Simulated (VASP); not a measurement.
Here is a VASP 6.6.1 calculation.

The input INCAR:

```
SYSTEM = Pt
  ALGO = Normal
  EDIFF = 1E-6
  ENCUT = 500
  GGA = PE
  GGA_COMPAT = .FALSE.
  ISIF = 2
  ISMEAR = -1
  LASPH = .TRUE.
  LCHARG = .TRUE.
  LELF = .TRUE.
  LREAL = .FALSE.
  LVHAR = .TRUE.
  LWAVE = .FALSE.
  NBANDS = 11
  NELM = 120
  PREC = Accurate
  SIGMA = 0.1
```

The input KPOINTS:

```
k-points
0
G
  4 4 4
  0 0 0
```

POSCAR

```
Pt
1.0
   -1.9855454461      0.0000000000      1.9855454461
    0.0000000000      1.9855454461      1.9855454461
   -1.9855454461      1.9855454461      0.0000000000
Pt
1
Direct
    0.0000000000      0.0000000000      0.0000000000
```

Potentials or basis: VASP PAW PBE potentials, release 64 (Pt).

Run with:

```bash
$ cat potpaw_PBE.64/Pt/POTCAR > POTCAR
$ mpirun -np 1 vasp_std > vasp.out
```

(1) What does it give for the pressure?

(2) Predict the band gap on the k mesh.

Answers

(1) -2.3 GPa.

(2) zero (band 5 reaches 11.01 eV, above the bottom of band 6 at 9.02 eV).

Caveat: the k points lie up to 0.69 Å⁻¹ apart; spin-orbit coupling is left out, which moves the levels of the heavy elements.
